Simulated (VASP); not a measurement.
# BaTiO3 (Cm) in VASP: single point with PBEsol

Aim: the single point of BaTiO3 with PBEsol.

Everything below comes from runs of VASP 6.6.1. Logs are shortened: lines on timing, memory, paths and dates and some standing lists are left out, and cuts for length are marked.

## Step 1: The cell of the first run

Symmetry: Cm, No. 8, monoclinic system. Conventional cell: a = 5.641 Å, b = 5.624 Å, c = 4.004 Å, α = 90.00°, β = 90.23°, γ = 90.00°. Within 3.6 Å of Ba (site symmetry m) lie 12 O at 2.76 to 2.90 Å and 8 Ti at 3.39 to 3.54 Å. Ti (site symmetry m) has 6 O at 1.87 to 2.14 Å within 2.5 Å. O (site symmetry m) has 2 Ti at 1.87 to 2.14 Å within 2.5 Å. Within 2.5 Å of O (site symmetry 1) lie 2 Ti at 1.89 to 2.11 Å.

## Step 2: Single point, PBEsol

INCAR

```
PREC = Accurate
ENCUT = 910
EDIFF = 1E-6
ISMEAR = 1
SIGMA = 0.05
LREAL = False
LASPH = True
NELM = 120
ALGO = Normal
ISIF = 2
LWAVE = False
LCHARG = False
GGA = PS
NBANDS = 28
GGA_COMPAT = False
```

KPOINTS

```
regular mesh
0
Gamma
  6 6 6
```

POSCAR

```
BaTiO3
1.0
    2.8122496582      1.6236282635      2.3060153291
   -2.8122496582      1.6236282635      2.3060153291
    0.0000000000     -3.2647867103      2.3183583312
Ba Ti O
1 1 3
Direct
   -0.0019310977     -0.0019310977     -0.0034075635
    0.4876176503      0.4876176503      0.4842803539
    0.5088940234      0.5088940234      0.0176900963
    0.0150237194      0.5095957047      0.5103185566
    0.5095957047      0.0150237194      0.5103185566
```

Potentials or basis: VASP PAW PBE potentials, release 64 (Ba_sv, Ti_sv, O_h).

The run is started by

```
$ cat potpaw_PBE.64/Ba_sv/POTCAR potpaw_PBE.64/Ti_sv/POTCAR potpaw_PBE.64/O_h/POTCAR > POTCAR
$ mpirun -np 1 vasp_std > vasp.out
```

OUTCAR:

```text
PREC = Accurate
   ENCUT = 910
   EDIFF = 1E-6
   ISMEAR = 1
   LREAL = False
   LASPH = True
   NELM = 120
   ISIF = 2
   GGA = PS

 ion  position               nearest neighbor table
   1  0.998  0.998  0.997-   4 2.76   5 2.76   3 2.76   3 2.81   3 2.81   4 2.81   5 2.81   5 2.83
                             4 2.83   3 2.88   4 2.90   5 2.90   2 3.39   2 3.42   2 3.42   2 3.43
   2  0.488  0.488  0.484-   3 1.87   4 1.89   5 1.89   5 2.11   4 2.11   3 2.14   1 3.39   1 3.42
                             1 3.42   1 3.43   1 3.47   1 3.48   1 3.48   1 3.54
   3  0.509  0.509  0.018-   2 1.87   2 2.14   1 2.76   1 2.81   1 2.81   1 2.88
   4  0.015  0.510  0.510-   2 1.89   2 2.11   1 2.76   1 2.81   1 2.83   1 2.90
   5  0.510  0.015  0.510-   2 1.89   2 2.11   1 2.76   1 2.81   1 2.83   1 2.90

  LATTYP: Found a base centered monoclinic cell.
 ALAT       =     5.6405231800
 B/A-ratio  =     0.9971591530
 C/A-ratio  =     0.7098986866
 COS(beta)  =    -0.0040175604

  Lattice vectors:

 A1 = (  -2.8122496582,  -1.6236282635,  -2.3060153291)
 A2 = (   2.8122496582,  -1.6236282635,  -2.3060153291)
 A3 = (   0.0000000000,  -3.2647867103,   2.3183583312)

Analysis of symmetry for initial positions (statically):
=====================================================================
 Subroutine PRICEL returns:
 Original cell was already a primitive cell.

 Routine SETGRP: Setting up the symmetry group for a
 base centered monoclinic supercell.

 Subroutine GETGRP returns: Found  2 space group operations
 (whereof  2 operations were pure point group operations)
 out of a pool of  4 trial point group operations.

The static configuration has the point symmetry C_1h.

Analysis of symmetry for dynamics (positions and initial velocities):
=====================================================================
 Subroutine PRICEL returns:
 Original cell was already a primitive cell.

 Routine SETGRP: Setting up the symmetry group for a
 base centered monoclinic supercell.

 Subroutine GETGRP returns: Found  2 space group operations
 (whereof  2 operations were pure point group operations)
 out of a pool of  4 trial point group operations.

The dynamic configuration has the point symmetry C_1h.

 Subroutine INISYM returns: Found  2 space group operations
 (whereof  2 operations are pure point group operations),
 and found     1 'primitive' translations

----------------------------------------------------------------------------------------

                                     Primitive cell

  volume of cell :      63.5163

  direct lattice vectors                    reciprocal lattice vectors
     2.812249658  1.623628263  2.306015329     0.177793603  0.102647628  0.144551689
    -2.812249658  1.623628263  2.306015329    -0.177793603  0.102647628  0.144551689
     0.000000000 -3.264786710  2.318358331     0.000000000 -0.204202259  0.143775522

  length of vectors
     3.982790928  3.982790928  4.004199997     0.251082241  0.251082241  0.249739791

  position of ions in fractional coordinates (direct lattice)
     0.998068902  0.998068902  0.996592437
     0.487617650  0.487617650  0.484280354
     0.508894023  0.508894023  0.017690096
     0.015023719  0.509595705  0.510318557
     0.509595705  0.015023719  0.510318557

  ion indices of the primitive-cell ions
   primitive index   ion index
                 1           1
                 2           2
                 3           3
                 4           4
                 5           5

----------------------------------------------------------------------------------------

 KPOINTS: regular mesh

Automatic generation of k-mesh.
 Grid dimensions read from file:
 generate k-points for:    6    6    6

 Generating k-lattice:

  Cartesian coordinates                     Fractional coordinates (reciprocal lattice)
     0.029632267  0.017107938  0.024091948     0.166666667 -0.000000000  0.000000000
    -0.029632267  0.017107938  0.024091948    -0.000000000  0.166666667  0.000000000
     0.000000000 -0.034033710  0.023962587    -0.000000000 -0.000000000  0.166666667

  Length of vectors
     0.041847040  0.041847040  0.041623299

  Shift w.r.t. Gamma in fractional coordinates (k-lattice)
     0.000000000  0.000000000  0.000000000

 Subroutine IBZKPT returns following result:
 ===========================================

 Found     68 irreducible k-points:

 Following reciprocal coordinates:
            Coordinates               Weight
  0.000000  0.000000  0.000000      1.000000
  0.166667  0.000000 -0.000000      4.000000
  0.333333  0.000000 -0.000000      4.000000
  0.500000  0.000000  0.000000      2.000000
  0.166667  0.166667  0.000000      2.000000
  0.333333  0.166667  0.000000      4.000000
[... 16 lines left out ...]
 -0.333333  0.166667  0.166667      4.000000
 -0.166667  0.166667  0.166667      4.000000
 [... further k-points ...]
   k-points           NKPTS =     68   k-points in BZ     NKDIM =     68   number of bands    NBANDS=     28
   number of dos      NEDOS =    301   number of ions     NIONS =      5
   total plane-waves  NPLWV =  64000
   dimension x,y,z NGX =    40 NGY =   40 NGZ =   40
   dimension x,y,z NGXF=    80 NGYF=   80 NGZF=   80
   ions per type =               1   1   3
   NGX,Y,Z   is equivalent  to a cutoff of  16.70, 16.70, 16.61 a.u.
   NGXF,Y,Z  is equivalent  to a cutoff of  33.39, 33.39, 33.21 a.u.
 SYSTEM =  unknown system
   PREC   = accura    normal or accurate (medium, high low for compatibility)
   ISTART =      0    job   : 0-new  1-cont  2-samecut
   ICHARG =      2    charge: 1-file 2-atom 10-const
   ISPIN  =      1    spin polarized calculation?
   LNONCOLLINEAR =      F non collinear calculations
   LSORBIT =      F    spin-orbit coupling
   LASPH  =      T    aspherical Exc in radial PAW
   ENCUT  =  910.0 eV  66.88 Ry    8.18 a.u.   9.80  9.80  9.85*2*pi/ulx,y,z
   NELM   =    120;   NELMIN=  2; NELMDL= -5     # of ELM steps
   EDIFF  = 0.1E-05   stopping-criterion for ELM
   LREAL  =      F    real-space projection
[... 7 lines left out ...]
   TEBEG  =    0.0;   TEEND  =   0.0 temperature during run
   PSTRESS=    0.0 pullay stress
   NELECT =      40.0000    total number of electrons
   NUPDOWN=      -1.0000    fix difference up-down
   EMIN   =  10.00;   EMAX   =-10.00  energy-range for DOS
   EFERMI =   0.00;   METHOD = LEGACY
   ISMEAR =     1;   SIGMA  =   0.05  broadening in eV -4-tet -1-fermi 0-gaus
   EFERMI_NEDOS =   21; number of points for ismear=-14 and -15
   IALGO  =     38    algorithm
   IMIX   =      4    mixing-type and parameters
     AMIX     =   0.40;   BMIX     =  1.00
     AMIX_MAG =   1.60;   BMIX_MAG =  1.00
  volume/ion in A,a.u.               =      12.70        85.73
  Fermi-wavevector in a.u.,A,eV,Ry     =   1.403243  2.651745 26.791121  1.969092
  Thomas-Fermi vector in A             =   2.525925
   LORBIT       =      0    0 simple, 1 ext, 2 COOP (PROOUT), +10 PAW based schemes
   GGA     = PS    functional components
   LHFCALC =     F    Hartree Fock is set to
   AEXX    =    0.0000 exact exchange contribution
   IVDW    =     0    specifies the selected vdW correction
   LEPSILON=     F    determine dielectric tensor
   LRPA    =     F    only Hartree local field effects (RPA)
 non-spin polarized calculation
 Methfessel and Paxton  Order N= 1 SIGMA  =   0.05
  energy-cutoff  :      910.00
  volume of cell :       63.52
 maximum number of plane-waves:      3974
   NGX = 19   NGY = 19   NGZ = 19

 number of electron      40.0000000 magnetization

 Free energy of the ion-electron system (eV)
  ---------------------------------------------------
  ext. energy  EPLUGINS =         0.00000000
  ---------------------------------------------------
  free energy    TOTEN  =       -42.02729723 eV

  energy without entropy =      -42.02747268  energy(sigma->0) =      -42.02735571

 E-fermi :   4.1089     XC(G=0): -11.5578

 val. band max:        4.0900505029   @ k =   0.5000   0.5000   0.5000
 cond. band min:       6.3173085086   @ k =   0.0000   0.0000   0.0000
 fundamental gap:      2.2272580057
 Fermi energy:         4.1089400271

 k-point     1 :       0.0000    0.0000    0.0000
  band No.  band energies     occupation
      1     -51.9648      2.00000
      2     -28.3399      2.00000
      3     -28.3296      2.00000
      4     -28.3251      2.00000
      5     -20.6442      2.00000
      6     -12.7060      2.00000
[... 20 lines left out ...]
     27       9.0655      0.00000
     28      11.3593      0.00000

 k-point     2 :       0.1667    0.0000   -0.0000
  band No.  band energies     occupation
      1     -51.9645      2.00000
      2     -28.3434      2.00000
      3     -28.3384      2.00000
      4     -28.3264      2.00000
      5     -20.6121      2.00000
      6     -12.7314      2.00000
[... 20 lines left out ...]
     27       9.5958      0.00000
     28      12.0266      0.00000

 k-point     3 :       0.3333    0.0000   -0.0000
  band No.  band energies     occupation
      1     -51.9639      2.00000
      2     -28.3718      2.00000
      3     -28.3378      2.00000
      4     -28.3254      2.00000
      5     -20.5466      2.00000
      6     -12.8708      2.00000
[... 20 lines left out ...]
     27      10.8546      0.00000
     28      12.4000      0.00000

 k-point     4 :       0.5000    0.0000    0.0000
  band No.  band energies     occupation
      1     -51.9637      2.00000
      2     -28.3863      2.00000
      3     -28.3372      2.00000
      4     -28.3249      2.00000
      5     -20.5130      2.00000
      6     -12.9626      2.00000
[... 20 lines left out ...]
     27      11.6585      0.00000
     28      12.3101      0.00000

 k-point     5 :       0.1667    0.1667    0.0000
  band No.  band energies     occupation
      1     -51.9642      2.00000
      2     -28.3433      2.00000
      3     -28.3423      2.00000
      4     -28.3359      2.00000
      5     -20.5831      2.00000
      6     -12.7100      2.00000
[... 20 lines left out ...]
     27      10.0833      0.00000
     28      12.2804      0.00000

 k-point     6 :       0.3333    0.1667    0.0000
  band No.  band energies     occupation
      1     -51.9637      2.00000
      2     -28.3709      2.00000
      3     -28.3414      2.00000
      4     -28.3357      2.00000
      5     -20.5235      2.00000
      6     -12.7674      2.00000
[... 463 lines left out ...]
      5     -20.5026      2.00000
      6     -12.6628      2.00000
[... 20 lines left out ...]
     27      11.5657      0.00000
     28      12.6196      0.00000

 k-point    22 :       0.5000    0.1667    0.1667
  band No.  band energies     occupation
      1     -51.9631      2.00000
      2     -28.3844      2.00000
      3     -28.3499      2.00000
      4     -28.3386      2.00000
      5     -20.4741      2.00000
      6     -12.7045      2.00000
[... 20 lines left out ...]
     27      12.1289      0.00000
     28      13.1165      0.00000

 k-point    23 :      -0.3333    0.1667    0.1667
  band No.  band energies     occupation
      1     -51.9634      2.00000
      2     -28.3704      2.00000
      3     -28.3505      2.00000
      4     -28.3391      2.00000
      5     -20.5017      2.00000
      6     -12.6662      2.00000
[... 20 lines left out ...]
     27      11.5356      0.00000
     28      12.6162      0.00000

 k-point    24 :      -0.1667    0.1667    0.1667
  band No.  band energies     occupation
      1     -51.9640      2.00000
      2     -28.3525      2.00000
      3     -28.3436      2.00000
      4     -28.3379      2.00000
      5     -20.5568      2.00000
      6     -12.6664      2.00000
[... 20 lines left out ...]
     27      10.4454      0.00000
     28      12.1668      0.00000

 [... further k-points ...]

------------------------ aborting loop because EDIFF is reached ----------------------------------------

  FORCE on cell =-STRESS in cart. coord.  units (eV):
  Direction    XX          YY          ZZ          XY          YZ          ZX
  --------------------------------------------------------------------------------------
  -------------------------------------------------------------------------------------
  Total        0.6405884      0.5617770      0.5343736      0.0000000      0.0297953      0.0000000
  in kB       16.1586155     14.1706252     13.4793850      0.0000000      0.7515765      0.0000000
  external PRESSURE =      14.6028752 kB  Pullay stress =       0.0000000 kB

 VOLUME and BASIS-vectors are now :
 -----------------------------------------------------------------------------
  energy-cutoff  :      910.00
  volume of cell :       63.52
      direct lattice vectors                 reciprocal lattice vectors
     2.812249658  1.623628263  2.306015329     0.177793603  0.102647628  0.144551689
    -2.812249658  1.623628263  2.306015329    -0.177793603  0.102647628  0.144551689
     0.000000000 -3.264786710  2.318358331     0.000000000 -0.204202259  0.143775522

 POSITION                                       TOTAL-FORCE (eV/Angst)
 -----------------------------------------------------------------------------------
      0.00000     -0.01268      6.91358         0.000000     -0.004190      0.040581
      0.00000      0.00235      3.37164         0.000000      0.000727      0.023728
      0.00000      1.59476      2.38805         0.000000      0.007221     -0.020574
     -1.39086     -0.81429      2.39288        -0.005863     -0.001879     -0.021868
      1.39086     -0.81429      2.39288         0.005863     -0.001879     -0.021868
 -----------------------------------------------------------------------------------
    total drift:                                0.000000     -0.000051      0.002439

  FREE ENERGIE OF THE ION-ELECTRON SYSTEM (eV)
  ---------------------------------------------------
  free  energy   TOTEN  =       -42.0272972301 eV

  energy  without entropy=      -42.0274726808  energy(sigma->0) =      -42.02735571
```

Wall time 6.6 min (1 thread of Intel Xeon Platinum 8488C (Sapphire Rapids), shared host); peak memory 0.43 GiB.

What came out:

* Free energy: -42.0273 eV
* Pressure: 1.5 GPa
* Largest force: 0.041 eV/Å
* Band gap on the k mesh: 2.23 eV (least direct gap 2.60 eV)

Forces in eV/Å, atoms in the order of the input:
```
Ba   0.000 -0.004  0.041
Ti   0.000  0.001  0.024
O    0.000  0.007 -0.021
O   -0.006 -0.002 -0.022
O    0.006 -0.002 -0.022
```

Stress tensor (GPa, compression positive):
```
1.62 0.00 0.00
0.00 1.42 0.08
0.00 0.08 1.35
```

Caveat: the cutoff is under 1.25 times the usual one of these potentials, so pressure, stress and relaxed cells hold a basis-set (Pulay) error; the PAW data sets were made with another functional, which shifts forces and pressure a little; spin-orbit coupling is left out, which moves the levels of the heavy elements. A k mesh can miss the band edges.
